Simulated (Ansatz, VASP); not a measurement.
ZnO in VASP and in Ansatz

Contents of INCAR:

```
SYSTEM = ZnO
PREC = Accurate
ENCUT = 600
EDIFF = 1E-6
ISMEAR = 0
SIGMA = 0.1
LREAL = .FALSE.
LASPH = .TRUE.
NELM = 60
ALGO = Normal
ISIF = 3
LWAVE = .FALSE.
LCHARG = .FALSE.
GGA = PE
IBRION = 2
NSW = 90
EDIFFG = -0.04
```

The input KPOINTS:

```
regular mesh
0
G
  4 4 4
  0 0 0
```

POSCAR

```
ZnO
1.0
   -2.8654131000      2.8654131000      2.8654131000
    2.8654131000     -2.8654131000      2.8654131000
    2.8654131000      2.8654131000     -2.8654131000
Zn O
6 6
Direct
    0.1250000000      0.7500000000      0.8750000000
    0.6250000000      0.3750000000      0.2500000000
    0.7500000000      0.8750000000      0.1250000000
    0.8750000000      0.1250000000      0.7500000000
    0.3750000000      0.2500000000      0.6250000000
    0.2500000000      0.6250000000      0.3750000000
    0.7500000000      0.3750000000      0.6250000000
    0.1250000000      0.8750000000      0.2500000000
    0.2500000000      0.1250000000      0.8750000000
    0.3750000000      0.6250000000      0.7500000000
    0.8750000000      0.2500000000      0.1250000000
    0.6250000000      0.7500000000      0.3750000000
```

Input for Ansatz:

```yaml
crystal:
  lattice:
    - [-2.8654131, 2.8654131, 2.8654131]
    - [2.8654131, -2.8654131, 2.8654131]
    - [2.8654131, 2.8654131, -2.8654131]
  atoms:
    - { symbol: Zn, position: [0.125, 0.75, 0.875] }
    - { symbol: Zn, position: [0.625, 0.375, 0.25] }
    - { symbol: Zn, position: [0.75, 0.875, 0.125] }
    - { symbol: Zn, position: [0.875, 0.125, 0.75] }
    - { symbol: Zn, position: [0.375, 0.25, 0.625] }
    - { symbol: Zn, position: [0.25, 0.625, 0.375] }
    - { symbol: O, position: [0.75, 0.375, 0.625] }
    - { symbol: O, position: [0.125, 0.875, 0.25] }
    - { symbol: O, position: [0.25, 0.125, 0.875] }
    - { symbol: O, position: [0.375, 0.625, 0.75] }
    - { symbol: O, position: [0.875, 0.25, 0.125] }
    - { symbol: O, position: [0.625, 0.75, 0.375] }
basis:
  ecutwfc: 420
kpoints:
  mp_grid: { grid: [4, 4, 4] }
hamiltonian:
  xc: pbe
scf:
  occupations: { method: gaussian, width: 0.1 }
  lower_state_search: "off"
output:
  forces: true
  stress: true
  eigenvalues: true
relax:
  adjacent_minimum: "off"
  f_tol: 0.04
  max_steps: 70
  cell: { stress_tol: 0.4 }
```

Alike in both runs: task relaxation of cell and atoms; functional PBE; k mesh 4 × 4 × 4; occupations gaussian, width 0.1 eV; no spin polarisation.

```csv
,VASP,Ansatz
version,VASP 6.6.1,Ansatz 0.2.0
potentials or method,"VASP PAW PBE potentials, release 64 (Zn, O), cutoff 600 eV","scalar-relativistic, plane waves, PAW"
valence electrons in the cell,108,108
```

VASP gave:

- gap on the k mesh at the Fermi level, each at its own relaxed structure (eV): 0.43
- relaxed volume (Å³/atom): 11.82
- relaxed cell length with the largest relative difference (Å): 5.690

Which values does Ansatz return?

gap on the k mesh at the Fermi level, each at its own relaxed structure (eV): 0.44; relaxed volume (Å³/atom): 11.79; relaxed cell length with the largest relative difference (Å): 5.686.

Noted on VASP's run: the volume moved by over 15 % at a fixed basis, so the end points are rough.
